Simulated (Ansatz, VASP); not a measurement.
Ge: VASP beside Ansatz

```
Ge
1.0
     3.26409    0.00000    0.00000
    -1.63205    2.82679    0.00000
     0.00000    0.00000    5.04816
Ge
2
Cartesian
  0.0000 1.8845 1.2620
  1.6320 0.9423 3.7861
```

Alike in both runs: task single point; functional BLYP; k mesh 13 × 13 × 7; occupations fermi-dirac, width 0.1 eV; no spin polarisation.

|  | VASP | Ansatz |
| --- | --- | --- |
| version | VASP 6.6.1 | Ansatz 0.2.0 |
| potentials or method | VASP PAW PBE potentials, release 64 (Ge_d), cutoff 520 eV | plane waves (420 eV) with PAW, scalar-relativistic |
| valence electrons in the cell | 28 | 28 |

VASP gave:

- pressure (GPa): -3.1
- traceless stress, the component that is largest in VASP (GPa): 0.25

Problem. What did Ansatz give for the same quantities?

Solution. Pressure (GPa): -3.1; traceless stress, the component that is largest in VASP (GPa): 0.24.

VASP's potentials were made for PBE, not for BLYP.
